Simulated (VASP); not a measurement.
Si6Ge, 7 atoms in the cell. The typed cell holds 7 atoms: a = 3.564 Å, b = 3.564 Å, c = 9.064 Å, α = 90.00°, β = 90.00°, γ = 88.55°. 

| Quantity | Value |
| --- | --- |
| Program | VASP 6.6.1 |
| Task | single point |
| Functional | PBE |
| Potentials or basis | VASP PAW PBE potentials, release 64 (Si, Ge_d) |
| Cutoff | 520 eV |
| k mesh | 10 × 10 × 4 |
| Occupations | gaussian, width 0.1 eV |
| Spin | no spin polarisation |
| Dipole correction | no |
| Further INCAR settings | ALGO = Normal; EDIFF = 1e-06; NBANDS = 28 |

Potentials or basis: VASP PAW PBE potentials, release 64 (Si, Ge_d).

Launch:

```sh
$ cat potpaw_PBE.64/Si/POTCAR potpaw_PBE.64/Ge_d/POTCAR > POTCAR
$ mpirun -np 1 vasp_std > vasp.out
```

Hardware: 1 thread of AMD EPYC 7R13 Processor (Zen 3), with other jobs on the host.

Estimate the wall time of this run.

Wall time 6.7 min on 1 thread of AMD EPYC 7R13 Processor (Zen 3), on a shared host, peak memory 0.58 GiB. Counts: scf iterations 13, k points 204.
